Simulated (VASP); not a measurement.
Here is a VASP 6.6.1 calculation.

The input INCAR:

```
  PREC = Accurate
  ENCUT = 600
  EDIFF = 1E-7
  ISMEAR = -1
  SIGMA = 0.05
  LREAL = F
  LASPH = T
  NELM = 100
  ALGO = Normal
  ISIF = 3
  LWAVE = F
  LCHARG = F
  IBRION = 2
  NSW = 80
  EDIFFG = -0.02
```

File KPOINTS:

```
regular mesh
0
Gamma
  9 9 5
```

Contents of POSCAR:

```
Os
1.0
    2.7000000000      0.0000000000      0.0000000000
   -1.3500000000      2.3382685902      0.0000000000
    0.0000000000      0.0000000000      4.4091000000
Os
2
Direct
    0.3333333333      0.6666666667      0.2500000000
    0.6666666667      0.3333333333      0.7500000000
```

Potentials or basis: VASP PAW LDA potentials, release 64 (Os).

Run with:

```bash
$ cat potpaw_LDA.64/Os/POTCAR > POTCAR
$ mpirun -np 1 vasp_std > vasp.out
```

Problem. Predict the space group after relaxing (to 0.05 Å).

Solution. P6_3/mmc (No. 194).

Problem. Estimate the band gap on the k mesh.

Solution. Zero (band 8 reaches 11.77 eV, above the bottom of band 9 at 7.81 eV).

Problem. What does it give for the relaxed cell?

Solution. a = 2.716 Å, b = 2.716 Å, c = 4.297 Å, α = 90.00°, β = 90.00°, γ = 120.00°.

Final structure:
```
CELL_PARAMETERS angstrom
2.71615 0.00000 0.00000
-1.35808 2.35226 0.00000
0.00000 0.00000 4.29657
ATOMIC_POSITIONS crystal
Os 0.33333 0.66667 0.25000
Os 0.66667 0.33333 0.75000
```

Caveat: spin-orbit coupling is left out, which moves the levels of the heavy elements.
